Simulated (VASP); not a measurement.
A run of VASP 6.6.1:

Contents of POSCAR:

```
Ag
1.0
    0.0000000000      2.0427500000      2.0427500000
    2.0427500000      0.0000000000      2.0427500000
    2.0427500000      2.0427500000      0.0000000000
Ag
1
Direct
    0.0000000000      0.0000000000      0.0000000000
```

The input INCAR.step1:

```
SYSTEM = Ag
  PREC = Accurate
  ENCUT = 520
  EDIFF = 1E-5
  ISMEAR = -1
  SIGMA = 0.05
  LREAL = .False.
  LASPH = .True.
  NELM = 100
  ALGO = Normal
  ISIF = 2
  LWAVE = .True.
  LCHARG = .False.
  GGA = PE
  NBANDS = 12
```

Contents of INCAR.step2:

```
SYSTEM = Ag
  PREC = Accurate
  ENCUT = 520
  EDIFF = 1E-7
  ISMEAR = -1
  SIGMA = 0.05
  LREAL = .False.
  LASPH = .True.
  NELM = 100
  ALGO = Normal
  ISIF = 2
  LWAVE = .False.
  LCHARG = .False.
  GGA = PS
  LHFCALC = .True.
  AEXX = 0.25
  HFSCREEN = 0.207
  PRECFOCK = Normal
  ISTART = 1
  NBANDS = 12
```

The input KPOINTS:

```
regular mesh
0
Gamma
  6 6 6
  0 0 0
```

Potentials or basis: VASP PAW PBE potentials, release 64 (Ag).

Run with:

```bash
$ cat potpaw_PBE.64/Ag/POTCAR > POTCAR
$ cp INCAR.step1 INCAR
$ mpirun -np 1 vasp_std > vasp.out
$ cp INCAR.step2 INCAR
$ mpirun -np 1 vasp_std > vasp.out
```

Hardware: 1 thread of Intel(R) Xeon(R) Platinum 8488C (Sapphire Rapids), with other jobs on the host.

Problem. How long does it take, and how much memory?

Solution. It took 12 min on 1 thread of Intel(R) Xeon(R) Platinum 8488C (Sapphire Rapids), with other jobs on the host, peak memory 0.25 GiB. Counts: k points 16.
